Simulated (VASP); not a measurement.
# ZnS (P6_3mc) in VASP: settings compared

ZnS is run at these levels: PBEsol, LDA; tasks: relaxation of cell and atoms, single point.

All numbers are computed with VASP 6.6.1; they aren't measurements. Logs are shortened: lines on timing, memory, paths and dates and some standing lists are left out, and cuts for length are marked.

### 1 The cell of the first run

Symmetry: P6_3mc, No. 186, hexagonal system. Conventional cell: a = 3.844 Å, b = 3.844 Å, c = 6.304 Å, α = 90.00°, β = 90.00°, γ = 120.00°. Within 3.1 Å of Zn (site symmetry 3m) lie 4 S at 2.36 Å. Within 3.1 Å of S (site symmetry 3m) lie 4 Zn at 2.36 Å.

### 2 Relaxation of cell and atoms, PBEsol

Contents of INCAR:

```
SYSTEM = ZnS
ALGO     = Normal         ! electronic algorithm
EDIFF    = 1E-6           ! SCF threshold, eV
EDIFFG   = -0.005         ! ionic threshold
ENCUT    = 600            ! plane-wave cutoff, eV
GGA      = PS             ! functional
IBRION   = 2              ! ionic algorithm
ISIF     = 3              ! what is computed and relaxed
ISMEAR   = -1             ! smearing method
LASPH    = .True.         ! aspherical terms in the spheres
LCHARG   = .False.        ! write CHGCAR
LREAL    = .False.        ! projectors in reciprocal space
LWAVE    = .False.        ! write WAVECAR
NELM     = 60             ! most SCF steps
NSW      = 80             ! ionic steps
PREC     = Accurate       ! precision mode
SIGMA    = 0.02           ! smearing width, eV
```

Contents of KPOINTS:

```
k-points
0
Gamma
  12 12 4
  0 0 0
```

Contents of POSCAR:

```
ZnS
1.0
    3.8440965113      0.0000000000      0.0000000000
   -1.9220482556      3.3290852334      0.0000000000
    0.0000000000      0.0000000000      6.3044789704
Zn S
2 2
Direct
    0.3333333333      0.6666666667      0.0002639963
    0.6666666667      0.3333333333      0.5002639963
    0.3333333333      0.6666666667      0.3747360037
    0.6666666667      0.3333333333      0.8747360037
```

Potentials or basis: VASP PAW PBE potentials, release 64 (Zn, S).

Command:

```console
> cat potpaw_PBE.64/Zn/POTCAR potpaw_PBE.64/S/POTCAR > POTCAR
> mpirun -np 1 vasp_std > vasp.out
```

OUTCAR:

```text
SYSTEM = ZnS
   EDIFF = 1E-6
   EDIFFG = -0.005
   ENCUT = 600
   GGA = PS
   IBRION = 2
   ISIF = 3
   ISMEAR = -1
   LASPH = .True.
   LREAL = .False.
   NELM = 60
   NSW = 80
   PREC = Accurate

 ion  position               nearest neighbor table
   1  0.333  0.667  0.000-   4 2.36   4 2.36   4 2.36   3 2.36
   2  0.667  0.333  0.500-   3 2.36   3 2.36   3 2.36   4 2.36
   3  0.333  0.667  0.375-   2 2.36   2 2.36   2 2.36   1 2.36
   4  0.667  0.333  0.875-   1 2.36   1 2.36   1 2.36   2 2.36

  LATTYP: Found a hexagonal cell.
 ALAT       =     3.8440965113
 C/A-ratio  =     1.6400418022

  Lattice vectors:

 A1 = (   3.8440965113,   0.0000000000,   0.0000000000)
 A2 = (  -1.9220482556,   3.3290852334,   0.0000000000)
 A3 = (   0.0000000000,   0.0000000000,   6.3044789704)

Analysis of symmetry for initial positions (statically):
=====================================================================
 Subroutine PRICEL returns:
 Original cell was already a primitive cell.

 Routine SETGRP: Setting up the symmetry group for a
 hexagonal supercell.

 Subroutine GETGRP returns: Found 12 space group operations
 (whereof  6 operations were pure point group operations)
 out of a pool of 24 trial point group operations.

The static configuration has the point symmetry C_3v.
 The point group associated with its full space group is C_6v.

Analysis of symmetry for dynamics (positions and initial velocities):
=====================================================================
 Subroutine PRICEL returns:
 Original cell was already a primitive cell.

 Routine SETGRP: Setting up the symmetry group for a
 hexagonal supercell.

 Subroutine GETGRP returns: Found 12 space group operations
 (whereof  6 operations were pure point group operations)
 out of a pool of 24 trial point group operations.

The dynamic configuration has the point symmetry C_3v.
 The point group associated with its full space group is C_6v.

 Subroutine INISYM returns: Found 12 space group operations
 (whereof  6 operations are pure point group operations),
 and found     1 'primitive' translations

----------------------------------------------------------------------------------------

                                     Primitive cell

  volume of cell :      80.6805

  direct lattice vectors                    reciprocal lattice vectors
     3.844096511  0.000000000  0.000000000     0.260139150  0.150191408  0.000000000
    -1.922048256  3.329085233  0.000000000     0.000000000  0.300382817  0.000000000
     0.000000000  0.000000000  6.304478970     0.000000000  0.000000000  0.158617390

  length of vectors
     3.844096511  3.844096511  6.304478970     0.300382817  0.300382817  0.158617390

  position of ions in fractional coordinates (direct lattice)
     0.333333333  0.666666667  0.000263996
     0.666666667  0.333333333  0.500263996
     0.333333333  0.666666667  0.374736004
     0.666666667  0.333333333  0.874736004

  ion indices of the primitive-cell ions
   primitive index   ion index
                 1           1
                 2           2
                 3           3
                 4           4

----------------------------------------------------------------------------------------

 KPOINTS: k-points

Automatic generation of k-mesh.
 Grid dimensions read from file:
 generate k-points for:   12   12    4

 Generating k-lattice:

  Cartesian coordinates                     Fractional coordinates (reciprocal lattice)
     0.021678263  0.012515951  0.000000000     0.083333333  0.000000000  0.000000000
     0.000000000  0.025031901  0.000000000     0.000000000  0.083333333  0.000000000
     0.000000000  0.000000000  0.039654348     0.000000000  0.000000000  0.250000000

  Length of vectors
     0.025031901  0.025031901  0.039654348

  Shift w.r.t. Gamma in fractional coordinates (k-lattice)
     0.000000000  0.000000000  0.000000000

 Subroutine IBZKPT returns following result:
 ===========================================

 Found     57 irreducible k-points:

 Following reciprocal coordinates:
            Coordinates               Weight
  0.000000  0.000000  0.000000      1.000000
  0.083333 -0.000000  0.000000      6.000000
  0.166667 -0.000000  0.000000      6.000000
  0.250000 -0.000000  0.000000      6.000000
  0.333333 -0.000000  0.000000      6.000000
  0.416667 -0.000000  0.000000      6.000000
[... 16 lines left out ...]
  0.250000 -0.000000  0.250000     12.000000
  0.333333 -0.000000  0.250000     12.000000
 [... further k-points ...]
   k-points           NKPTS =     57   k-points in BZ     NKDIM =     57   number of bands    NBANDS=     22
   number of dos      NEDOS =    301   number of ions     NIONS =      4
   total plane-waves  NPLWV =  51200
   dimension x,y,z NGX =    32 NGY =   32 NGZ =   50
   dimension x,y,z NGXF=    64 NGYF=   64 NGZF=  100
   ions per type =               2   2
   NGX,Y,Z   is equivalent  to a cutoff of  13.84, 13.84, 13.18 a.u.
   NGXF,Y,Z  is equivalent  to a cutoff of  27.68, 27.68, 26.37 a.u.
 SYSTEM =  ZnS
   PREC   = accura    normal or accurate (medium, high low for compatibility)
   ISTART =      0    job   : 0-new  1-cont  2-samecut
   ICHARG =      2    charge: 1-file 2-atom 10-const
   ISPIN  =      1    spin polarized calculation?
   LNONCOLLINEAR =      F non collinear calculations
   LSORBIT =      F    spin-orbit coupling
   LASPH  =      T    aspherical Exc in radial PAW
   ENCUT  =  600.0 eV  44.10 Ry    6.64 a.u.   7.68  7.68 12.59*2*pi/ulx,y,z
   NELM   =     60;   NELMIN=  2; NELMDL= -5     # of ELM steps
   EDIFF  = 0.1E-05   stopping-criterion for ELM
   LREAL  =      F    real-space projection
   EDIFFG = -.5E-02   stopping-criterion for IOM
   NSW    =     80    number of steps for IOM
   IBRION =      2    ionic relax: 0-MD 1-quasi-New 2-CG
   NFREE  =      1    steps in history (QN), initial steepest desc. (CG)
   ISIF   =      3    stress and relaxation
   ISYM   =      2    0-nonsym 1-usesym 2-fastsym
   POTIM  = 0.5000    time-step for ionic-motion
   TEBEG  =    0.0;   TEEND  =   0.0 temperature during run
   PSTRESS=    0.0 pullay stress
   NELECT =      36.0000    total number of electrons
   NUPDOWN=      -1.0000    fix difference up-down
   EMIN   =  10.00;   EMAX   =-10.00  energy-range for DOS
   EFERMI =   0.00;   METHOD = LEGACY
   ISMEAR =    -1;   SIGMA  =   0.02  broadening in eV -4-tet -1-fermi 0-gaus
   EFERMI_NEDOS =   21; number of points for ismear=-14 and -15
   IALGO  =     38    algorithm
   IMIX   =      4    mixing-type and parameters
     AMIX     =   0.40;   BMIX     =  1.00
     AMIX_MAG =   1.60;   BMIX_MAG =  1.00
  volume/ion in A,a.u.               =      20.17       136.11
  Fermi-wavevector in a.u.,A,eV,Ry     =   1.250987  2.364023 21.292695  1.564969
  Thomas-Fermi vector in A             =   2.384956
   LORBIT       =      0    0 simple, 1 ext, 2 COOP (PROOUT), +10 PAW based schemes
   GGA     = PS    functional components
   LHFCALC =     F    Hartree Fock is set to
   AEXX    =    0.0000 exact exchange contribution
   IVDW    =     0    specifies the selected vdW correction
   LEPSILON=     F    determine dielectric tensor
   LRPA    =     F    only Hartree local field effects (RPA)
 conjugate gradient relaxation of ions
 non-spin polarized calculation
  energy-cutoff  :      600.00
  volume of cell :       80.68
 maximum number of plane-waves:      2743
 NGX is ok and might be reduce to    32
   NGX = 15   NGY = 15   NGZ = 25

--------------------------------------- Ionic step        1  -------------------------------------------

 number of electron      36.0000006 magnetization

 Free energy of the ion-electron system (eV)
  ---------------------------------------------------
  ext. energy  EPLUGINS =         0.00000000
  ---------------------------------------------------
  free energy    TOTEN  =       -15.13096264 eV

  energy without entropy =      -15.13096264  energy(sigma->0) =      -15.13096264

------------------------ aborting loop because EDIFF is reached ----------------------------------------

  FORCE on cell =-STRESS in cart. coord.  units (eV):
  Direction    XX          YY          ZZ          XY          YZ          ZX
  --------------------------------------------------------------------------------------
  -------------------------------------------------------------------------------------
  Total       -1.6291223     -1.6291223     -1.6451483     -0.0000000      0.0000000      0.0000000
  in kB      -32.3516074    -32.3516074    -32.6698572     -0.0000000      0.0000000      0.0000000
  external PRESSURE =     -32.4576907 kB  Pullay stress =       0.0000000 kB
[... 25 lines left out ...]
--------------------------------------- Ionic step        2  -------------------------------------------

 number of electron      36.0000010 magnetization

 E-fermi :   2.8070     XC(G=0): -10.0195

 val. band max:        2.3896266774   @ k =   0.0000   0.0000   0.0000
 cond. band min:       4.6083486698   @ k =   0.0000   0.0000   0.0000
 fundamental gap:      2.2187219924
 Fermi energy:         2.8070055317

 k-point     1 :       0.0000    0.0000    0.0000
  band No.  band energies     occupation
      1     -11.0623      2.00000
      2     -10.0412      2.00000
      3      -4.1465      2.00000
      4      -4.1320      2.00000
      5      -4.1320      2.00000
      6      -4.0450      2.00000
[... 589 lines left out ...]
     21       7.9924      0.00000
     22       8.5800      0.00000

 [... further k-points ...]

------------------------ aborting loop because EDIFF is reached ----------------------------------------

  FORCE on cell =-STRESS in cart. coord.  units (eV):
  Direction    XX          YY          ZZ          XY          YZ          ZX
  --------------------------------------------------------------------------------------
  -------------------------------------------------------------------------------------
  Total        0.4758589      0.4758589      0.5128425      0.0000000      0.0000000      0.0000000
  in kB       10.0313715     10.0313715     10.8110059      0.0000000      0.0000000      0.0000000
  external PRESSURE =      10.2912496 kB  Pullay stress =       0.0000000 kB
[... 253 lines left out ...]
--------------------------------------- Ionic step        9  -------------------------------------------

 number of electron      36.0000015 magnetization

 Free energy of the ion-electron system (eV)
  ---------------------------------------------------
  ext. energy  EPLUGINS =         0.00000000
  ---------------------------------------------------
  free energy    TOTEN  =       -15.16858505 eV

  energy without entropy =      -15.16858505  energy(sigma->0) =      -15.16858505

 E-fermi :   2.6922     XC(G=0):  -9.9518

 val. band max:        2.2532304549   @ k =   0.0000   0.0000   0.0000
 cond. band min:       4.4031076470   @ k =   0.0000   0.0000   0.0000
 fundamental gap:      2.1498771921
 Fermi energy:         2.6921535983

 k-point     1 :       0.0000    0.0000    0.0000
  band No.  band energies     occupation
      1     -11.0955      2.00000
      2     -10.1038      2.00000
      3      -4.2246      2.00000
      4      -4.2081      2.00000
      5      -4.2081      2.00000
      6      -4.1228      2.00000
[... 589 lines left out ...]
     21       7.8556      0.00000
     22       8.3996      0.00000

 [... further k-points ...]

------------------------ aborting loop because EDIFF is reached ----------------------------------------

  FORCE on cell =-STRESS in cart. coord.  units (eV):
  Direction    XX          YY          ZZ          XY          YZ          ZX
  --------------------------------------------------------------------------------------
  -------------------------------------------------------------------------------------
  Total        0.0055519      0.0055519      0.0047151      0.0000000     -0.0000000      0.0000000
  in kB        0.1153745      0.1153745      0.0979853      0.0000000     -0.0000000      0.0000000
  external PRESSURE =       0.1095781 kB  Pullay stress =       0.0000000 kB
[... 19 lines left out ...]
  FREE ENERGIE OF THE ION-ELECTRON SYSTEM (eV)
  ---------------------------------------------------
  free  energy   TOTEN  =       -15.1685850504 eV

  energy  without entropy=      -15.1685850504  energy(sigma->0) =      -15.16858505

 reached required accuracy - stopping structural energy minimisation
```

It took 3.3 min on 1 thread of Intel Xeon 6975P-C (Granite Rapids), shared host; peak memory 0.29 GiB.

Results:

```yaml
Free_energy: -15.1686 eV
Relaxed_volume: 19.27 Å³/atom
Relaxed_cell: a = 3.785 Å, b = 3.785 Å, c = 6.213 Å, α = 90.00°, β = 90.00°, γ = 120.00°
Space_group_after_relaxing_to_0.05_Å: P6_3mc (No. 186)
Energy_gained_by_relaxing: 9.4 meV/atom
Ionic_steps: 9
Pressure_after_relaxing: 0.0 GPa
Band_gap_on_the_k_mesh: 2.15 eV, direct
```

Step by step:
| step | energy change (eV) | largest force (eV/Å) | pressure (GPa) | volume (Å³) |
| --- | --- | --- | --- | --- |
| 1 | 0.0000 | 0.0042 | -3.25 | 80.68 |
| 2 | -0.0337 | 0.0103 | 1.03 | 76.00 |
| 3 | -0.0376 | 0.0065 | 0.03 | 77.07 |
| 4 | -0.0376 | 0.0062 | -0.02 | 77.14 |
| 5 | -0.0376 | 0.0046 | -0.05 | 77.14 |
| 6 | -0.0376 | 0.0006 | -0.03 | 77.14 |
| 7 | -0.0376 | 0.0017 | 0.06 | 77.07 |
| 8 | -0.0376 | 0.0004 | -0.04 | 77.11 |
| 9 | -0.0376 | 0.0010 | 0.01 | 77.10 |

Final structure:
```xyz
4
Lattice="3.7852 0.0000 0.0000 -1.8926 3.2781 0.0000 0.0000 0.0000 6.2134" Properties=species:S:1:pos:R:3 pbc="T T T"
Zn    0.0000    2.1854    0.0027
Zn    1.8926    1.0927    3.1094
S     0.0000    2.1854    2.3273
S     1.8926    1.0927    5.4340
```

Caveat: the PAW data sets were made with another functional, which shifts forces and pressure a little. A k mesh can miss the band edges.

(Part 1 of 2 ends here.)
